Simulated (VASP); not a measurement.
# ZnS (P6_3mc) in VASP: dielectric tensor with PBE

Aim: the dielectric tensor of ZnS with PBE.

Everything below comes from runs of VASP 6.6.1. Logs are shortened: lines on timing, memory, paths and dates and some standing lists are left out, and cuts for length are marked.

### Step 1. The cell of the first run

Symmetry: P6_3mc, No. 186, hexagonal system. The conventional cell has a = 3.823 Å, b = 3.823 Å, c = 12.520 Å, α = 90.00°, β = 90.00°, γ = 120.00°. Within 3.1 Å of Zn (site symmetry 3m) lie 4 S at 2.34 to 2.35 Å. Zn (site symmetry 3m) has 4 S at 2.34 to 2.35 Å within 3.1 Å. S (site symmetry 3m) has 4 Zn at 2.34 to 2.35 Å within 3.1 Å. S (site symmetry 3m) has 4 Zn at 2.34 to 2.35 Å within 3.1 Å.

### Step 2. Dielectric tensor, PBE

INCAR

```
PREC = Accurate
ENCUT = 520
EDIFF = 1E-8
ISMEAR = 0
SIGMA = 0.01
LREAL = False
LASPH = True
NELM = 100
ALGO = Fast
ISIF = 2
LWAVE = False
LCHARG = False
GGA = PE
LEPSILON = True
ISYM = 0
```

KPOINTS

```
Automatic mesh
0
Gamma
  3 3 1
  0.5 0.5 0.5
```

POSCAR

```
ZnS
1.0
    3.8227000000      0.0000000000      0.0000000000
   -1.9113500000      3.3105550000      0.0000000000
    0.0000000000      0.0000000000     12.5200000000
Zn S
4 4
Direct
    0.0000000000      0.0000000000      0.0000000000
    0.0000000000      0.0000000000      0.5000000000
    0.3333333333      0.6666666667      0.2500000000
    0.6666666667      0.3333333333      0.7500000000
    0.0000000000      0.0000000000      0.1875000000
    0.0000000000      0.0000000000      0.6875000000
    0.3333333333      0.6666666667      0.4375000000
    0.6666666667      0.3333333333      0.9375000000
```

Potentials or basis: VASP PAW PBE potentials, release 64 (Zn, S).

Launch:

```
$ cat potpaw_PBE.64/Zn/POTCAR potpaw_PBE.64/S/POTCAR > POTCAR
$ mpirun -np 1 vasp_std > vasp.out
```

OUTCAR:

```text
PREC = Accurate
   ENCUT = 520
   EDIFF = 1E-8
   ISMEAR = 0
   LREAL = False
   LASPH = True
   NELM = 100
   ISIF = 2
   GGA = PE
   LEPSILON = True
   ISYM = 0

 ion  position               nearest neighbor table
   1  0.000  0.000  0.000-   8 2.34   8 2.34   8 2.34   5 2.35
   2  0.000  0.000  0.500-   7 2.34   7 2.34   7 2.34   6 2.35
   3  0.333  0.667  0.250-   5 2.34   5 2.34   5 2.34   7 2.35
   4  0.667  0.333  0.750-   6 2.34   6 2.34   6 2.34   8 2.35
   5  0.000  0.000  0.188-   3 2.34   3 2.34   3 2.34   1 2.35
   6  0.000  0.000  0.688-   4 2.34   4 2.34   4 2.34   2 2.35
   7  0.333  0.667  0.438-   2 2.34   2 2.34   2 2.34   3 2.35
   8  0.667  0.333  0.938-   1 2.34   1 2.34   1 2.34   4 2.35

IMPORTANT INFORMATION: All symmetrisations will be switched off!
NOSYMM: (Re-)initialisation of all symmetry stuff for point group C_1.

----------------------------------------------------------------------------------------

                                     Primitive cell

  volume of cell :     158.4438

  direct lattice vectors                    reciprocal lattice vectors
     3.822700000  0.000000000  0.000000000     0.261595208  0.151032078  0.000000000
    -1.911350000  3.310555000  0.000000000     0.000000000  0.302064155  0.000000000
     0.000000000  0.000000000 12.520000000     0.000000000  0.000000000  0.079872204

  length of vectors
     3.822700000  3.822699731 12.520000000     0.302064134  0.302064155  0.079872204

  position of ions in fractional coordinates (direct lattice)
     0.000000000  0.000000000  0.000000000
     0.000000000  0.000000000  0.500000000
     0.333333333  0.666666667  0.250000000
     0.666666667  0.333333333  0.750000000
     0.000000000  0.000000000  0.187500000
     0.000000000  0.000000000  0.687500000
     0.333333333  0.666666667  0.437500000
     0.666666667  0.333333333  0.937500000

  ion indices of the primitive-cell ions
   primitive index   ion index
                 1           1
                 2           2
                 3           3
                 4           4
                 5           5
                 6           6
                 7           7
                 8           8

----------------------------------------------------------------------------------------

 KPOINTS: Automatic mesh

Automatic generation of k-mesh.
 Grid dimensions read from file:
 generate k-points for:    3    3    1

[... 825 lines left out ...]
  free  energy   TOTEN  =       -27.5325433970 eV

  energy  without entropy=      -27.5325433970  energy(sigma->0) =      -27.53254340

 HEAD OF MICROSCOPIC STATIC DIELECTRIC TENSOR (INDEPENDENT PARTICLE, excluding Hartree and local field effects)
 ------------------------------------------------------
           5.645737    -0.000001    -0.000209
          -0.000001     5.645736    -0.000005
           0.000213     0.000000     5.955662
 ------------------------------------------------------

 Free energy of the ion-electron system (eV)
  ---------------------------------------------------
  ---------------------------------------------------
  free energy    TOTEN  =        -2.00740647 eV

  energy without entropy =       -2.00740647

------------------------ aborting loop because EDIFF is reached ----------------------------------------

--------------------------------------- Ionic step        2  -------------------------------------------

------------------------ aborting loop because EDIFF is reached ----------------------------------------

--------------------------------------- Ionic step        3  -------------------------------------------

 Free energy of the ion-electron system (eV)
  ---------------------------------------------------
  ---------------------------------------------------
  free energy    TOTEN  =        -2.14818393 eV

  energy without entropy =       -2.14818393

------------------------ aborting loop because EDIFF is reached ----------------------------------------

 PIEZOELECTRIC TENSOR FIELD DIRECTION 3  (e Angst)
 -----------------------------------------------------------------------------
     3.57770 -0.00002 -0.00166           ( -0.01525  0.00000  0.00001)
    -0.00002  3.57767  0.00215           (  0.00000 -0.01525  0.00000)
    -0.00166  0.00215 -7.37995           (  0.00001  0.00000  0.04866)

 PIEZOELECTRIC TENSOR FIELD DIRECTION 3  (C/m^2)
 -----------------------------------------------------------------------------
     0.36178 -0.00000 -0.00017
    -0.00000  0.36177  0.00022
    -0.00017  0.00022 -0.74626

 MACROSCOPIC STATIC DIELECTRIC TENSOR (including local field effects in DFT)
 ------------------------------------------------------
           5.243015    -0.000001    -0.000148
          -0.000000     5.243012    -0.000002
           0.000126    -0.000005     5.540567
 ------------------------------------------------------

 PIEZOELECTRIC TENSOR (including local field effects)  for field in x, y, z        (e  Angst)
          XX          YY          ZZ          XY          YZ          ZX
  --------------------------------------------------------------------------------
  x    -0.00467     0.00347     0.00586    -0.00196    -0.00010     3.51428
  y     0.00207    -0.00185     0.00152    -0.00212     3.51088    -0.00013
  z     3.57770     3.57767    -7.37995    -0.00002     0.00215    -0.00166

 PIEZOELECTRIC TENSOR (including local field effects)  for field in x, y, z        (C/m^2)
          XX          YY          ZZ          XY          YZ          ZX
  --------------------------------------------------------------------------------
  x    -0.00047     0.00035     0.00059    -0.00020    -0.00001     0.35536
  y     0.00021    -0.00019     0.00015    -0.00021     0.35502    -0.00001
  z     0.36178     0.36177    -0.74626    -0.00000     0.00022    -0.00017

 BORN EFFECTIVE CHARGES (including local field effects) (in |e|, cummulative output)
 ---------------------------------------------------------------------------------
 ion    1
    1     1.80383    -0.00002     0.00034
    2    -0.00016     1.80380    -0.00010
    3    -0.00014     0.00009     1.98897
 ion    2
    1     1.80377     0.00003     0.00034
    2     0.00017     1.80384     0.00014
    3    -0.00014     0.00009     1.98893
 ion    3
    1     1.81939    -0.00002     0.00033
    2    -0.00012     1.81947     0.00007
    3    -0.00017     0.00001     1.96273
 ion    4
    1     1.81947     0.00003     0.00032
    2     0.00014     1.81941     0.00015
    3    -0.00017     0.00001     1.96284
 ion    5
    1    -1.80841    -0.00006    -0.00031
    2     0.00026    -1.80843    -0.00012
    3     0.00017    -0.00001    -1.93195
 ion    6
    1    -1.80837     0.00006    -0.00030
    2    -0.00027    -1.80837     0.00000
    3     0.00017    -0.00001    -1.93197
 ion    7
    1    -1.81492     0.00007    -0.00036
    2    -0.00012    -1.81475     0.00001
    3     0.00014    -0.00010    -2.01975
 ion    8
    1    -1.81476    -0.00008    -0.00037
    2     0.00011    -1.81497    -0.00016
    3     0.00013    -0.00009    -2.01980
```

It took 15 min on 1 thread of Intel Xeon Platinum 8488C (Sapphire Rapids), shared host; peak memory 0.47 GiB.

Results:

| Item | Value |
| --- | --- |
| Band gap on the k mesh | 4.10 eV (least direct gap 4.13 eV) |
| Electronic dielectric tensor (diagonal) | 5.24, 5.24, 5.54 |
| Born charges (mean of the diagonal) | Zn +1.87; S -1.85, -1.88 (each value once) e |

Electronic dielectric tensor:
```
5.24 0.00 0.00
0.00 5.24 0.00
0.00 0.00 5.54
```

Born effective charge tensors (e):
atom 1, Zn
```
1.80 0.00 0.00
0.00 1.80 0.00
0.00 0.00 1.99
```
atom 2, Zn
```
1.80 0.00 0.00
0.00 1.80 0.00
0.00 0.00 1.99
```
atom 3, Zn
```
1.82 0.00 0.00
0.00 1.82 0.00
0.00 0.00 1.96
```
atom 4, Zn
```
1.82 0.00 0.00
0.00 1.82 0.00
0.00 0.00 1.96
```
atom 5, S
```
-1.81  0.00  0.00
 0.00 -1.81  0.00
 0.00  0.00 -1.93
```
atom 6, S
```
-1.81  0.00  0.00
 0.00 -1.81  0.00
 0.00  0.00 -1.93
```
atom 7, S
```
-1.81  0.00  0.00
 0.00 -1.81  0.00
 0.00  0.00 -2.02
```
atom 8, S
```
-1.81  0.00  0.00
 0.00 -1.81  0.00
 0.00  0.00 -2.02
```

Caveat: the k points lie up to 0.63 Å⁻¹ apart; a shifted mesh leaves out Γ, where band edges can lie.
